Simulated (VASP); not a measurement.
# P (Cmce) in VASP: a series of runs

The runs below take P through single point, with r2SCAN.

All numbers are computed with VASP 6.6.1; they aren't measurements. Logs are shortened: lines on timing, memory, paths and dates and some standing lists are left out, and cuts for length are marked.

## 1. The cell of the first run

Symmetry: Cmce, No. 64, orthorhombic system. Conventional cell: a = 3.308 Å, b = 10.997 Å, c = 4.547 Å, α = 90.00°, β = 90.00°, γ = 90.00°. Within 2.9 Å of P (site symmetry m) lie 3 P at 2.21 to 2.25 Å.

## 2. Single point, r2SCAN

Contents of POSCAR:

```
P
1.0
    1.6538346550     -5.4984064981      0.0000000000
    1.6538346550      5.4984064981      0.0000000000
    0.0000000000      0.0000000000      4.5468945313
P
4
Direct
    0.0955109139      0.9044890861      0.9118095334
    0.5955109139      0.4044890861      0.5881904666
    0.9044890861      0.0955109139      0.0881904666
    0.4044890861      0.5955109139      0.4118095334
```

Contents of INCAR.step1:

```
PREC = Accurate ; ENCUT = 520
ISMEAR = -1 ; SIGMA = 0.05
LREAL = False ; LASPH = True
NELM = 60 ; NBANDS = 18
GGA = PE ; ALGO = Normal
EDIFF = 1E-4 ; LWAVE = True
LCHARG = False
```

Contents of INCAR.step2:

```
PREC = Accurate ; ENCUT = 520
EDIFF = 1E-6 ; ISMEAR = -1
SIGMA = 0.05 ; LREAL = False
LASPH = True ; NELM = 60
ALGO = Normal ; ISIF = 2
LWAVE = False ; LCHARG = False
METAGGA = R2SCAN ; LMIXTAU = True
NBANDS = 18 ; ISTART = 1
```

Contents of KPOINTS:

```
Automatic mesh
0
Gamma
  9 9 7
```

Potentials or basis: VASP PAW PBE potentials, release 64 (P).

Command:

```
$ cat potpaw_PBE.64/P/POTCAR > POTCAR
$ cp INCAR.step1 INCAR
$ mpirun -np 1 vasp_std > vasp.out
$ cp INCAR.step2 INCAR
$ mpirun -np 1 vasp_std > vasp.out
```

OUTCAR:

```text
PREC = Accurate
   ENCUT = 520
   EDIFF = 1E-6
   ISMEAR = -1
   LREAL = False
   LASPH = True
   NELM = 60
   ISIF = 2
   METAGGA = R2SCAN
   ISTART = 1

 ion  position               nearest neighbor table
   1  0.096  0.904  0.912-   2 2.21   2 2.21   3 2.25
   2  0.596  0.404  0.588-   1 2.21   1 2.21   4 2.25
   3  0.904  0.096  0.088-   4 2.21   4 2.21   1 2.25
   4  0.404  0.596  0.412-   3 2.21   3 2.21   2 2.25

  LATTYP: Found a base centered orthorhombic cell.
 ALAT       =     3.3076693100
 B/A-ratio  =     3.3246409981
 C/A-ratio  =     1.3746520904

  Lattice vectors:

 A1 = (   1.6538346550,  -5.4984064981,   0.0000000000)
 A2 = (   1.6538346550,   5.4984064981,   0.0000000000)
 A3 = (   0.0000000000,   0.0000000000,   4.5468945313)

Analysis of symmetry for initial positions (statically):
=====================================================================
 Subroutine PRICEL returns:
 Original cell was already a primitive cell.

 Routine SETGRP: Setting up the symmetry group for a
 base centered orthorhombic supercell.

 Subroutine GETGRP returns: Found  8 space group operations
 (whereof  4 operations were pure point group operations)
 out of a pool of  8 trial point group operations.

The static configuration has the point symmetry C_2h.
 The point group associated with its full space group is D_2h.

Analysis of symmetry for dynamics (positions and initial velocities):
=====================================================================
 Subroutine PRICEL returns:
 Original cell was already a primitive cell.

 Routine SETGRP: Setting up the symmetry group for a
 base centered orthorhombic supercell.

 Subroutine GETGRP returns: Found  8 space group operations
 (whereof  4 operations were pure point group operations)
 out of a pool of  8 trial point group operations.

The dynamic configuration has the point symmetry C_2h.
 The point group associated with its full space group is D_2h.

 Subroutine INISYM returns: Found  8 space group operations
 (whereof  4 operations are pure point group operations),
 and found     1 'primitive' translations

----------------------------------------------------------------------------------------

                                     Primitive cell

  volume of cell :      82.6940

  direct lattice vectors                    reciprocal lattice vectors
[... 91 lines left out ...]
   EDIFF  = 0.1E-05   stopping-criterion for ELM
   LREAL  =      F    real-space projection
   EDIFFG = 0.1E-04   stopping-criterion for IOM
   NSW    =      0    number of steps for IOM
   IBRION =     -1    ionic relax: 0-MD 1-quasi-New 2-CG
   NFREE  =      0    steps in history (QN), initial steepest desc. (CG)
   ISIF   =      2    stress and relaxation
   ISYM   =      2    0-nonsym 1-usesym 2-fastsym
   POTIM  = 0.5000    time-step for ionic-motion
   TEBEG  =    0.0;   TEEND  =   0.0 temperature during run
   PSTRESS=    0.0 pullay stress
   NELECT =      20.0000    total number of electrons
   NUPDOWN=      -1.0000    fix difference up-down
   EMIN   =  10.00;   EMAX   =-10.00  energy-range for DOS
   EFERMI =   0.00;   METHOD = LEGACY
   ISMEAR =    -1;   SIGMA  =   0.05  broadening in eV -4-tet -1-fermi 0-gaus
   EFERMI_NEDOS =   21; number of points for ismear=-14 and -15
   IALGO  =     38    algorithm
   IMIX   =      4    mixing-type and parameters
     AMIX     =   0.40;   BMIX     =  1.00
     AMIX_MAG =   1.60;   BMIX_MAG =  1.00
  volume/ion in A,a.u.               =      20.67       139.51
  Fermi-wavevector in a.u.,A,eV,Ry     =   1.019984  1.927491 14.155070  1.040368
  Thomas-Fermi vector in A             =   2.153529
   LORBIT       =      0    0 simple, 1 ext, 2 COOP (PROOUT), +10 PAW based schemes
   METAGGA = R2SCAN    functional components
   LHFCALC =     F    Hartree Fock is set to
   AEXX    =    0.0000 exact exchange contribution
   IVDW    =     0    specifies the selected vdW correction
   LEPSILON=     F    determine dielectric tensor
   LRPA    =     F    only Hartree local field effects (RPA)
 non-spin polarized calculation
  energy-cutoff  :      520.00
  volume of cell :       82.69
 maximum number of plane-waves:      2253
 NGX is ok and might be reduce to    48
   NGX = 21   NGY = 21   NGZ = 17

 number of electron      20.0000001 magnetization

 Free energy of the ion-electron system (eV)
  ---------------------------------------------------
  ext. energy  EPLUGINS =         0.00000000
  ---------------------------------------------------
  free energy    TOTEN  =       -35.92165205 eV

  energy without entropy =      -35.92155999  energy(sigma->0) =      -35.92160602

 E-fermi :   5.8055     XC(G=0):  -9.8146

 val. band max:        5.6133874001   @ k =  -0.4444   0.4444   0.0000
 cond. band min:       6.0114104535   @ k =  -0.4444   0.4444   0.0000
 fundamental gap:      0.3980230534
 Fermi energy:         5.8055340531

 k-point     1 :       0.0000    0.0000    0.0000
  band No.  band energies     occupation
      1     -10.8563      2.00000
      2      -7.9792      2.00000
      3      -4.5675      2.00000
      4      -1.3572      2.00000
      5       0.5631      2.00000
      6       0.6096      2.00000
[... 481 lines left out ...]
      5      -0.0888      2.00000
      6       0.0513      2.00000
[... 10 lines left out ...]
     17      11.6200      0.00000
     18      12.2592      0.00000

 [... further k-points ...]

------------------------ aborting loop because EDIFF is reached ----------------------------------------

  FORCE on cell =-STRESS in cart. coord.  units (eV):
  Direction    XX          YY          ZZ          XY          YZ          ZX
  --------------------------------------------------------------------------------------
  -------------------------------------------------------------------------------------
  Total       -0.5459430     -0.1570981     -0.3604683      0.0000000      0.0000000      0.0000000
  in kB      -10.5775251     -3.0437409     -6.9839940      0.0000000      0.0000000      0.0000000
  external PRESSURE =      -6.8684200 kB  Pullay stress =       0.0000000 kB

 VOLUME and BASIS-vectors are now :
 -----------------------------------------------------------------------------
  energy-cutoff  :      520.00
  volume of cell :       82.69
      direct lattice vectors                 reciprocal lattice vectors
     1.653834655 -5.498406498  0.000000000     0.302327683 -0.090935437  0.000000000
     1.653834655  5.498406498  0.000000000     0.302327683  0.090935437  0.000000000
     0.000000000  0.000000000  4.546894531     0.000000000  0.000000000  0.219930327

 POSITION                                       TOTAL-FORCE (eV/Angst)
 -----------------------------------------------------------------------------------
      1.65383      4.44809      4.14590         0.000000      0.037842     -0.092985
      1.65383     -1.05032      2.67444         0.000000      0.037842      0.092985
      1.65383     -4.44809      0.40099         0.000000     -0.037842      0.092985
      1.65383      1.05032      1.87245         0.000000     -0.037842     -0.092985
 -----------------------------------------------------------------------------------
    total drift:                               -0.000000      0.000000      0.000000

  FREE ENERGIE OF THE ION-ELECTRON SYSTEM (eV)
  ---------------------------------------------------
  free  energy   TOTEN  =       -35.9216520522 eV

  energy  without entropy=      -35.9215599939  energy(sigma->0) =      -35.92160602
```

It took 14 min on 1 thread of Intel Xeon 8259CL, shared host; peak memory 0.35 GiB.

Results:

```
Free energy            : -35.9217 eV
Pressure               : -0.7 GPa
Largest force          : 0.100 eV/Å
Band gap on the k mesh : 0.40 eV
```

Forces on the atoms (eV/Å):
```
P    0.000  0.038 -0.093
P    0.000  0.038  0.093
P    0.000 -0.038  0.093
P    0.000 -0.038 -0.093
```

Caveat: the PAW data sets were made with another functional, which shifts forces and pressure a little; an odd mesh through Γ misses points on the zone boundary, where band edges can lie.

## 3. Single point, r2SCAN (22.33 Å³/atom)

This run uses another cell than the first one, of 22.33 Å³/atom.

Contents of POSCAR:

```
P
1.0
    1.6968104879     -5.6412857141      0.0000000000
    1.6968104879      5.6412857141      0.0000000000
    0.0000000000      0.0000000000      4.6650481683
P
4
Direct
    0.0955109139      0.9044890861      0.9118095334
    0.5955109139      0.4044890861      0.5881904666
    0.9044890861      0.0955109139      0.0881904666
    0.4044890861      0.5955109139      0.4118095334
```

Contents of INCAR.step1:

```
PREC = Accurate
ENCUT = 520
ISMEAR = -1
SIGMA = 0.05
LREAL = F
LASPH = T
NELM = 60
NBANDS = 18
GGA = PE
ALGO = Normal
EDIFF = 1E-4
LWAVE = T
LCHARG = F
```

Contents of INCAR.step2:

```
PREC = Accurate
ENCUT = 520
EDIFF = 1E-7
ISMEAR = -1
SIGMA = 0.05
LREAL = F
LASPH = T
NELM = 60
ALGO = Normal
ISIF = 2
LWAVE = F
LCHARG = F
METAGGA = R2SCAN
LMIXTAU = T
NBANDS = 18
ISTART = 1
```

Contents of KPOINTS:

```
regular mesh
0
Gamma
  9 9 7
```

Potentials or basis: VASP PAW PBE potentials, release 64 (P).

Command:

```
$ cat potpaw_PBE.64/P/POTCAR > POTCAR
$ cp INCAR.step1 INCAR
$ mpirun -np 1 vasp_std > vasp.out
$ cp INCAR.step2 INCAR
$ mpirun -np 1 vasp_std > vasp.out
```

Wall time 17 min (1 thread of Intel Xeon 8259CL, shared host); peak memory 0.35 GiB.

Results (log left out):

```yaml
Free_energy: -35.7875 eV
Pressure: -5.5 GPa
Largest_force: 0.645 eV/Å
Band_gap_on_the_k_mesh: 0.54 eV
```

Forces in eV/Å, atoms in the order of the input:
```
P    0.000  0.479 -0.432
P    0.000  0.479  0.432
P    0.000 -0.479  0.432
P    0.000 -0.479 -0.432
```

Stress tensor (GPa, compression positive):
```
-7.07  0.00  0.00
 0.00 -4.23  0.00
 0.00  0.00 -5.30
```

Levels at points of the mesh, in eV from the valence-band top:
| k point | band 7 | band 8 | band 9 | band 10 | band 11 | band 12 | band 13 | band 14 |
| --- | --- | --- | --- | --- | --- | --- | --- | --- |
| (0.00, 0.00, 0.00) | -3.92 | -2.48 | -2.46 | -1.02 | 0.95 | 1.46 | 2.14 | 2.93 |

Caveat: the cell stands under tension; the PAW data sets were made with another functional, which shifts forces and pressure a little; an odd mesh through Γ misses points on the zone boundary, where band edges can lie.
